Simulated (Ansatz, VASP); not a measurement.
**One calculation of Pb, two programs**

```
Pb
1.0
     0.00000    2.47502    2.47502
     2.47502    0.00000    2.47502
     2.47502    2.47502    0.00000
Pb
1
Cartesian
  0.0000 0.0000 0.0000
```

Alike in both runs: task single point; functional BLYP; dispersion D4; k mesh 9 × 9 × 9; occupations fermi-dirac, width 0.05 eV; no spin polarisation.

```csv
,VASP,Ansatz
version,VASP 6.6.1,Ansatz 0.2.0
potentials or method,"VASP PAW PBE potentials, release 64 (Pb_d)",Ansatz PAW
plane-wave cutoff (eV),520,420
valence electrons in the cell,14,14
```

|  | VASP | Ansatz | Ansatz less VASP |
| --- | --- | --- | --- |
| gap on the k mesh at the Fermi level (eV) | none | none | - |
| pressure (GPa) | 1.9 | 1.8 | -0.13 |

VASP's potentials were made for PBE, not for BLYP. A gap of «none» marks a metal or a gap that the smearing closes.

Spin-orbit coupling is off throughout.
